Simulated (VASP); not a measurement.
Write the native input for VASP 6.6.1 that does the following.

```
Task                   : single point
Functional             : PBE
Potentials or basis    : VASP PAW PBE potentials, release 64 (Mg_sv, Sc_sv, C)
Cutoff                 : 750 eV
k mesh                 : 6 × 6 × 6
Occupations            : gaussian, width 0.1 eV
Spin                   : no spin polarisation
Dipole correction      : no
Mended                 : yes
Further INCAR settings : ALGO = Normal; EDIFF = 1e-06; NBANDS = 28
```

The structure of MgSc2C2 lies in POSCAR:

```
MgSc2C2
1.0
   -2.0833014774      2.0833014774      4.8224037948
    2.0833014774     -2.0833014774      4.8224037948
    2.0833014774      2.0833014774     -4.8224037948
Mg Sc C
1 2 2
Direct
    0.0000000000      0.0000000000      0.0000000000
    0.3196017249      0.3196017249      0.0000000000
    0.6803982751      0.6803982751      0.0000000000
    0.7500000000      0.2500000000      0.5000000000
    0.2500000000      0.7500000000      0.5000000000
```

The cell was built from a structure type or drawn by symmetry, and may not be a known phase.

One way to write it, as run:

INCAR

```
SYSTEM = MgSc2C2
  ALGO = Normal
  EDIFF = 1E-6
  ENCUT = 750
  GGA = PE
  GGA_COMPAT = .FALSE.
  ISIF = 2
  ISMEAR = 0
  LASPH = .TRUE.
  LCHARG = .FALSE.
  LREAL = .FALSE.
  LWAVE = .FALSE.
  NBANDS = 28
  NELM = 120
  PREC = Accurate
  SIGMA = 0.1
```

KPOINTS

```
k-points
0
G
  6 6 6
  0 0 0
```

Potentials or basis: VASP PAW PBE potentials, release 64 (Mg_sv, Sc_sv, C).

Run with:

```sh
$ cat potpaw_PBE.64/Mg_sv/POTCAR potpaw_PBE.64/Sc_sv/POTCAR potpaw_PBE.64/C/POTCAR > POTCAR
$ mpirun -np 1 vasp_std > vasp.out
```

Results of the run:

```json
{"Pressure": "0.4 GPa", "Largest force": "0.060 eV/Å", "Band gap on the k mesh": "zero (bands 20 and 21 overlap by 1.13 eV)"}
```

It took 2.4 min on 1 thread of Intel(R) Xeon(R) Platinum 8488C (Sapphire Rapids), with other jobs on the host, peak memory 0.41 GiB.
